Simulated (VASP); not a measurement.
Input of a VASP 6.6.1 run:

The input INCAR:

```
SYSTEM = MgO
PREC = Accurate
ENCUT = 520
EDIFF = 1E-6
ISMEAR = 0
SIGMA = 0.05
LREAL = .FALSE.
LASPH = .TRUE.
NELM = 60
ALGO = Normal
ISIF = 2
LWAVE = .FALSE.
LCHARG = .FALSE.
GGA = PS
NBANDS = 26
```

The input KPOINTS:

```
Automatic mesh
0
G
  6 6 6
  0 0 0
```

The input POSCAR:

```
MgO
1.0
    4.2142114411      0.0000000000      0.0000000000
    0.0000000000     -4.2142114411      0.0000000000
    0.0000000000      0.0000000000     -4.2142114411
Mg O
4 4
Direct
    0.0000000000      0.0000000000      0.0000000000
    0.5000000000      0.5000000000      0.0000000000
    0.5000000000      0.0000000000      0.5000000000
    0.0000000000      0.5000000000      0.5000000000
    0.5000000000      0.0000000000      0.0000000000
    0.0000000000      0.5000000000      0.0000000000
    0.0000000000      0.0000000000      0.5000000000
    0.5000000000      0.5000000000      0.5000000000
```

Potentials or basis: VASP PAW PBE potentials, release 64 (Mg, O).

Run with:

```bash
$ cat potpaw_PBE.64/Mg/POTCAR potpaw_PBE.64/O/POTCAR > POTCAR
$ mpirun -np 1 vasp_std > vasp.out
```

Task: Predict the band gap on the k mesh.

Result: 4.62 eV.

Task: What does it give for the pressure?

Result: -0.6 GPa.

Caveat: the PAW data sets were made with another functional, which shifts forces and pressure a little. As with any semilocal functional, this PBEsol gap is likely too small.
